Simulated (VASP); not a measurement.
Input of a VASP 6.6.1 run:

INCAR

```
PREC = Accurate
ENCUT = 520
EDIFF = 1E-6
ISMEAR = 0
SIGMA = 0.05
LREAL = F
LASPH = T
NELM = 120
ALGO = Normal
ISIF = 2
LWAVE = F
LCHARG = F
GGA = PS
NBANDS = 16
GGA_COMPAT = F
```

KPOINTS

```
Automatic mesh
0
Gamma
  3 3 3
```

The input POSCAR:

```
Mg
1.0
   -2.9530000000      2.9530000000      2.9530000000
    2.9530000000     -2.9530000000      2.9530000000
    2.9530000000      2.9530000000     -2.9530000000
Mg
7
Direct
    0.0000000000      0.0000000000      0.1931933627
    0.0000000000      0.4803696241     -0.0010878767
    0.0000000000      0.5864644429      0.5006347782
    0.4803696241      0.0000000000     -0.0010878767
    0.5864644429      0.0000000000      0.5006347782
    0.4135355571      0.4135355571     -0.0858296647
    0.5196303759      0.5196303759      0.5185424992
```

Potentials or basis: VASP PAW PBE potentials, release 64 (Mg).

Command:

```sh
$ cat potpaw_PBE.64/Mg/POTCAR > POTCAR
$ mpirun -np 1 vasp_std > vasp.out
```

**Question.** What does it give for the pressure?

**Answer.** 42.2 GPa.

**Question.** Estimate the largest force.

**Answer.** 0.038 eV/Å.

Stress tensor (GPa, compression positive):
```
42.21 -0.05  0.05
-0.05 42.21  0.05
 0.05  0.05 42.21
```

Caveat: the k points lie up to 0.50 Å⁻¹ apart, too coarse for converged energies and pressures of a metal; the PAW data sets were made with another functional, which shifts forces and pressure a little.
